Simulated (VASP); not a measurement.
Cu:

```
Cu
1.0
     2.50921    0.00000    0.00000
     0.09010    3.93380    0.00000
     0.26970    1.84216    3.58838
Cu
3
Direct
  0.15002 0.16759 0.66899
  0.84998 0.83241 0.33101
  0.50000 0.50000 0.00000
```

| Property | Result |
| --- | --- |
| Program | VASP 6.6.1 |
| Task | relaxation of cell and atoms |
| Functional | PBE |
| Potentials or basis | VASP PAW PBE potentials, release 64 (Cu) |
| Cutoff | 600 eV |
| k mesh | 6 × 6 × 6 |
| Occupations | gaussian, width 0.1 eV |
| Spin | no spin polarisation |

At the start: pressure 3.4 GPa; volume 11.81 Å³/atom.

Question: Where does the relaxation end?

Answer: Over 36 steps the energy falls by 56.7 meV/atom and the volume is 12.02 Å³/atom (+1.8 %); space group P-1 (No. 2, to 0.1 Å) before, I4/mmm (No. 139, to 0.1 Å).

The path:
```tsv
step	energy change (eV)	largest force (eV/Å)	pressure (GPa)	volume (Å³)
1	0.0000	0.1476	3.38	35.42
2	-0.0148	0.0959	0.90	36.71
3	-0.0032	0.0680	-4.28	37.54
4	-0.0127	0.0892	-2.47	36.98
5	-0.0139	0.0962	-2.30	36.85
6	-0.0144	0.0957	-1.95	36.78
7	-0.0146	0.1003	-1.96	36.74
8	-0.0228	0.0790	1.14	35.94
9	-0.0229	0.0796	1.43	35.86
10	-0.0323	0.0690	4.06	35.79
11	-0.0621	0.0741	5.84	35.55
12	-0.0851	0.2518	5.64	34.92
13	-0.0900	0.2609	5.39	34.98
14	-0.1036	0.2857	5.34	35.12
15	-0.1212	0.3400	4.34	35.40
16	-0.1176	0.4708	1.54	35.87
17	-0.1261	0.4063	1.77	35.67
18	-0.1263	0.3921	1.68	35.62
19	-0.1322	0.3529	1.76	35.69
20	-0.1455	0.2418	1.15	35.89
21	-0.1565	0.0731	0.67	36.27
22	-0.1559	0.0500	-1.21	36.39
23	-0.1564	0.0587	-1.04	36.34
24	-0.1565	0.0663	-1.04	36.30
25	-0.1581	0.0507	-0.45	36.16
26	-0.1592	0.0439	0.43	35.90
27	-0.1592	0.0430	0.58	35.86
28	-0.1603	0.0381	0.98	35.91
29	-0.1627	0.0240	0.20	36.06
30	-0.1655	0.0481	-0.85	36.35
31	-0.1664	0.0535	-1.35	36.32
32	-0.1676	0.0745	-0.38	36.21
33	-0.1683	0.0663	-0.21	36.16
34	-0.1695	0.0446	0.26	35.99
35	-0.1696	0.0377	0.61	35.95
36	-0.1700	0.0228	0.23	36.05
```

Final structure:
```
Cu
1.0
     2.58121   -0.03614    0.35967
     0.04534    3.58509    0.06918
     0.76188    1.70441    4.03125
Cu
3
Direct
  0.16482 0.16678 0.66665
  0.83518 0.83322 0.33335
  0.50000 0.50000 0.00000
```

Caveat: the k points lie up to 0.42 Å⁻¹ apart in the final cell, too coarse for converged energies and pressures of a metal.
